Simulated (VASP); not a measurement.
Runs of VASP 6.6.1 on Al5As. The structure is that of space group Cmmm (No. 65), or close to it. The cells are those of the table. 

```tsv
task	cell	k mesh	cutoff (eV)	gap on the mesh (eV)	pressure (GPa)	relaxed volume (Å³/atom)	largest force (eV/Å)
relaxation of cell and atoms	relaxed from a = 4.776, b = 4.776, c = 5.376 Å, angles 90.0, 90.0, 117.4°, 6 atoms	10 × 10 × 8	600	-	0.0	17.92	0.01
relaxation of cell and atoms	relaxed from a = 4.742, b = 4.742, c = 5.277 Å, angles 90.0, 90.0, 90.7°, 6 atoms	4 × 4 × 4	600	-	0.0	18.16	0.03
single point	a = 4.776, b = 4.776, c = 5.376 Å, angles 90.0, 90.0, 117.4°, 6 atoms	4 × 4 × 4	520	none	0.0	-	0.01
single point	a = 4.575, b = 4.575, c = 5.729 Å, angles 90.0, 90.0, 116.3°, 6 atoms	10 × 10 × 8	520	none	0.0	-	-
single point	a = 4.742, b = 4.742, c = 5.277 Å, angles 90.0, 90.0, 90.7°, 6 atoms	4 × 4 × 4	520	none	8.0	-	(a)
```

Alike in all rows: level PBE; potentials or basis VASP PAW PBE potentials, release 64 (Al, As); no spin polarisation; smearing gaussian 0.1 eV.

Problem. Estimate the missing entries.

Solution. (a) 0.73.

Caveats: some runs use coarse meshes; the bands computed are all filled at some k points, so no gap is given (some runs).

A k mesh can miss the band edges, and the runs leave out spin-orbit coupling on As.

A gap of «none» marks levels without a gap at the run's occupations.
